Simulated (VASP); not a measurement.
Set up this calculation in VASP 6.6.1, as the native input.

```
Task                   : single point
Functional             : r2SCAN
Potentials or basis    : VASP PAW PBE potentials, release 64 (Ga_d, N)
Cutoff                 : 520 eV
k mesh                 : 12 × 12 × 6
Occupations            : gaussian, width 0.05 eV
Spin                   : no spin polarisation
Dipole correction      : no
Further INCAR settings : ALGO = Normal; EDIFF = 1e-06; NBANDS = 26
```

The system is GaN.

```
Ga N
1.0
     3.22770    0.00000    0.00000
    -1.61385    2.79527    0.00000
     0.00000    0.00000    5.32098
Ga N
2 2
Direct
  0.33333 0.66667 0.00000
  0.66667 0.33333 0.50000
  0.33333 0.66667 0.37500
  0.66667 0.33333 0.87500
```

This cell differs from its parent crystal: strain +0.015 along x and y, +0.030 along z.

These files were run (other wordings do the same):

POSCAR

```
GaN
1.0
    3.2276996554      0.0000000000      0.0000000000
   -1.6138498277      2.7952698973      0.0000000000
    0.0000000000      0.0000000000      5.3209800000
Ga N
2 2
Direct
    0.3333333333      0.6666666667      0.0000000000
    0.6666666667      0.3333333333      0.5000000000
    0.3333333333      0.6666666667      0.3750000000
    0.6666666667      0.3333333333      0.8750000000
```

INCAR.step1

```
SYSTEM = GaN
  ALGO = Normal
  EDIFF = 1E-4
  ENCUT = 520
  GGA = PE
  ISMEAR = 0
  LASPH = .TRUE.
  LCHARG = .FALSE.
  LREAL = .FALSE.
  LWAVE = .TRUE.
  NBANDS = 26
  NELM = 60
  PREC = Accurate
  SIGMA = 0.05
```

INCAR.step2

```
SYSTEM = GaN
  ALGO = Normal
  EDIFF = 1E-6
  ENCUT = 520
  ISIF = 2
  ISMEAR = 0
  ISTART = 1
  LASPH = .TRUE.
  LCHARG = .FALSE.
  LMIXTAU = .TRUE.
  LREAL = .FALSE.
  LWAVE = .FALSE.
  METAGGA = R2SCAN
  NBANDS = 26
  NELM = 60
  PREC = Accurate
  SIGMA = 0.05
```

KPOINTS

```
k-points
0
G
  12 12 6
  0 0 0
```

Potentials or basis: VASP PAW PBE potentials, release 64 (Ga_d, N).

The run is started by

```bash
$ cat potpaw_PBE.64/Ga_d/POTCAR potpaw_PBE.64/N/POTCAR > POTCAR
$ cp INCAR.step1 INCAR
$ mpirun -np 1 vasp_std > vasp.out
$ cp INCAR.step2 INCAR
$ mpirun -np 1 vasp_std > vasp.out
```

Results of the run:

```
Pressure               : -8.5 GPa
Largest force          : 0.019 eV/Å
Band gap on the k mesh : 1.92 eV
```

Caveat: the cell differs from its parent crystal (strain +0.015 along x and y, +0.030 along z); the cell stands under tension; the PAW data sets were made with another functional, which shifts forces and pressure a little.

It took 93 s on 1 thread of Intel(R) Xeon(R) 6975P-C (Granite Rapids) (shared host), peak memory 0.22 GiB.
